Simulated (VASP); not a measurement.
A run of VASP 6.6.1 is set up as follows.

File INCAR:

```
SYSTEM = Mg
  ALGO = Fast
  EDIFF = 1E-6
  ENCUT = 520
  GGA = PS
  ISIF = 2
  ISMEAR = -1
  LASPH = .TRUE.
  LCHARG = .FALSE.
  LREAL = .FALSE.
  LWAVE = .FALSE.
  NBANDS = 9
  NELM = 60
  PREC = Accurate
  SIGMA = 0.05
```

KPOINTS

```
k-points
0
G
  10 10 5
  0 0 0
```

Contents of POSCAR:

```
Mg
1.0
    2.9686362301      0.0000000000      0.0000000000
   -1.4843181150      2.5709143898      0.0000000000
    0.0000000000      0.0000000000      4.9059936821
Mg
2
Direct
    0.6666666667      0.3333333333      0.7500000000
    0.3333333333      0.6666666667      0.2500000000
```

Potentials or basis: VASP PAW PBE potentials, release 64 (Mg).

Command:

```sh
$ cat potpaw_PBE.64/Mg/POTCAR > POTCAR
$ mpirun -np 1 vasp_std > vasp.out
```

(1) Predict the pressure.

(2) Predict the band gap on the k mesh.

Answers

(1) 10.1 GPa.

(2) zero (bands 2 and 3 overlap by 1.92 eV).

Caveat: the cell stands under pressure; the PAW data sets were made with another functional, which shifts forces and pressure a little.
